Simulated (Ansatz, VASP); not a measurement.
## NiO2: VASP beside Ansatz

```
Ni O
1.0
     2.82213    0.00000    0.00000
    -1.41106    2.44404    0.00000
     0.00000    0.00000    4.83910
Ni O
1 2
Direct
  0.00000 0.00000 0.50000
  0.66667 0.33333 0.73794
  0.33333 0.66667 0.26206
```

Alike in both runs: task single point; functional PBEsol; k mesh 12 × 12 × 6; occupations gaussian, width 0.05 eV; no spin polarisation.

```csv
,VASP,Ansatz
version,VASP 6.6.1,Ansatz 0.2.0
potentials or method,"VASP PAW PBE potentials, release 64 (Ni, O), cutoff 520 eV","scalar-relativistic, plane waves, PAW"
valence electrons in the cell,22,30
```

|  | VASP | Ansatz | Ansatz less VASP |
| --- | --- | --- | --- |
| gap on the k mesh at the Fermi level (eV) | 0.65 | 0.68 | +0.024 |
| least direct gap on the mesh (eV) | 0.69 | 0.71 | +0.019 |
| pressure (GPa) | -26.1 | -26.4 | -0.30 |
| traceless stress, the component that is largest in VASP (GPa) | -10.45 | -10.53 | -0.074 |
| rms of the force components (eV/Å) | 1.543 | 1.581 | +0.0383 |

VASP's potentials were made for PBE, not for PBEsol. Atom by atom the forces differ by 0.038 eV/Å (rms over components). VASP's potentials hold 22 valence electrons a cell and Ansatz's 30, so a difference there can come from the potentials and not from the codes.
